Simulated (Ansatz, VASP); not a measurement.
**BiTe: VASP beside Ansatz**

POSCAR

```
BiTe
1.0
    2.3836250067      1.3761865393      3.4269667821
   -2.3836250067      1.3761865393      3.4269667821
    0.0000000000     -2.7523730785      3.4269667821
Bi Te
1 1
Direct
    0.5000000000      0.5000000000      0.5000000000
    0.0000000000      0.0000000000      0.0000000000
```

INCAR.step1

```
SYSTEM = BiTe
PREC = Accurate ; ENCUT = 520
ISMEAR = 0 ; SIGMA = 0.15
LREAL = .FALSE. ; LASPH = .TRUE.
NELM = 80 ; NBANDS = 18
GGA = PE ; ALGO = Normal
EDIFF = 1E-4 ; LWAVE = .TRUE.
LCHARG = .FALSE.
```

The input INCAR.step2:

```
SYSTEM = BiTe
PREC = Accurate ; ENCUT = 520
EDIFF = 1E-6 ; ISMEAR = 0
SIGMA = 0.15 ; LREAL = .FALSE.
LASPH = .TRUE. ; NELM = 80
ALGO = Normal ; ISIF = 2
LWAVE = .FALSE. ; LCHARG = .FALSE.
METAGGA = R2SCAN ; LMIXTAU = .TRUE.
NBANDS = 18 ; ISTART = 1
```

Contents of KPOINTS:

```
regular mesh
0
G
  12 12 12
  0 0 0
```

Input for Ansatz:

```yaml
crystal:
  lattice:
    - [2.3836250067, 1.3761865393, 3.4269667821]
    - [-2.3836250067, 1.3761865393, 3.4269667821]
    - [0.0, -2.7523730785, 3.4269667821]
  atoms:
    - { symbol: Bi, position: [0.5, 0.5, 0.5] }
    - { symbol: Te, position: [0.0, 0.0, 0.0] }
basis:
  ecutwfc: 500
kpoints:
  mp_grid: { grid: [12, 12, 12] }
hamiltonian:
  xc: r2scan
scf:
  occupations: { method: gaussian, width: 0.15 }
output:
  forces: true
  stress: true
  eigenvalues: true
  write_density: true
  write_potential: true
  elf: true
  volumetric_format: npy
```

Alike in both runs: task single point; functional r2SCAN; k mesh 12 × 12 × 12; occupations gaussian, width 0.15 eV; no spin polarisation.

|  | VASP | Ansatz |
| --- | --- | --- |
| version | VASP 6.6.1 | Ansatz 0.2.0 |
| potentials or method | VASP PAW PBE potentials, release 64 (Bi_d, Te), cutoff 520 eV | scalar-relativistic, plane waves, PAW |
| valence electrons in the cell | 21 | 31 |

```tsv
	VASP	Ansatz	Ansatz less VASP
gap on the k mesh at the Fermi level (eV)	none	none	-
pressure (GPa)	-0.4	-0.3	+0.03
traceless stress, the component that is largest in VASP (GPa)	-0.19	-0.20	-0.007
```

VASP's potentials were made for PBE, not for r2SCAN. A gap of «none» marks a metal or a gap that the smearing closes. VASP's potentials hold 21 valence electrons a cell and Ansatz's 31, so a difference there can come from the potentials and not from the codes.

Spin-orbit coupling is off throughout.
